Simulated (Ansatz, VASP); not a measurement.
**Two plane-wave programs on HgTe**

```xyz
2
Lattice="0.0000 3.3073 3.3073 3.3073 0.0000 3.3073 3.3073 3.3073 0.0000" Properties=species:S:1:pos:R:3 pbc="T T T"
Hg    0.0000    0.0000    0.0000
Te    1.6536    1.6536    1.6536
```

Alike in both runs: task single point; functional r2SCAN; dispersion rVV10; k mesh 6 × 6 × 6; occupations gaussian, width 0.05 eV; no spin polarisation.

```csv
,VASP,Ansatz
version,VASP 6.6.1,Ansatz 0.2.0
potentials or method,"VASP PAW PBE potentials, release 64 (Hg, Te), cutoff 520 eV","scalar-relativistic, plane waves, PAW"
valence electrons in the cell,18,36
```

Ansatz gave:

* gap on the k mesh at the Fermi level (eV): none
* pressure (GPa): -1.5

Estimate VASP's values.

gap on the k mesh at the Fermi level (eV): none; pressure (GPa): -1.3.

VASP's potentials were made for PBE, not for r2SCAN. A gap of «none» marks a metal or a gap that the smearing closes. VASP's potentials hold 18 valence electrons a cell and Ansatz's 36, so a difference there can come from the potentials and not from the codes.

Neither program's run includes spin-orbit coupling.
